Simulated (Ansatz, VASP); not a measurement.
One calculation of Ti, two programs

INCAR

```
PREC = Accurate ; ENCUT = 500
EDIFF = 1E-6 ; ISMEAR = -1
SIGMA = 0.05 ; LREAL = F
LASPH = T ; NELM = 120
ALGO = Normal ; ISIF = 2
LWAVE = F ; LCHARG = F
GGA = PS ; NBANDS = 19
GGA_COMPAT = F
```

File KPOINTS:

```
Automatic mesh
0
Gamma
  9 9 9
```

The input POSCAR:

```
Ti
1.0
    0.0000000000      2.7912246522      2.7912246522
    2.7912246522      0.0000000000      2.7912246522
    2.7912246522      2.7912246522      0.0000000000
Ti
2
Direct
   -0.1250000000     -0.1250000000     -0.1250000000
    0.1250000000      0.1250000000      0.1250000000
```

Input for Ansatz:

```yaml
crystal:
  lattice:
    - [0.0, 2.7912246522, 2.7912246522]
    - [2.7912246522, 0.0, 2.7912246522]
    - [2.7912246522, 2.7912246522, 0.0]
  atoms:
    - { symbol: Ti, position: [-0.125, -0.125, -0.125] }
    - { symbol: Ti, position: [0.125, 0.125, 0.125] }
kpoints:
  mp_grid: { grid: [9, 9, 9] }
scf:
  occupations: { method: fermi_dirac, width: 0.05 }
hamiltonian:
  xc: pbesol
  pseudopotentials: { kind: paw }
output:
  forces: true
  stress: true
  eigenvalues: true
  populations: true
```

Change from the starting cell: shortest bond scaled by 1, PAW files.

Alike in both runs: task single point; functional PBEsol; k mesh 9 × 9 × 9; occupations fermi-dirac, width 0.05 eV; no spin polarisation.

```csv
,VASP,Ansatz
version,VASP 6.6.1,Ansatz 0.2.0
potentials or method,"VASP PAW PBE potentials, release 64 (Ti_sv)","PAW with Ansatz's default frozen-core files, scalar-relativistic"
plane-wave cutoff (eV),500,420
valence electrons in the cell,24,24
```

VASP gave:

```
pressure (GPa) : -1.0
```

Question: Estimate Ansatz's values.

Answer: Pressure (GPa): -1.1.

VASP's potentials were made for PBE, not for PBEsol.
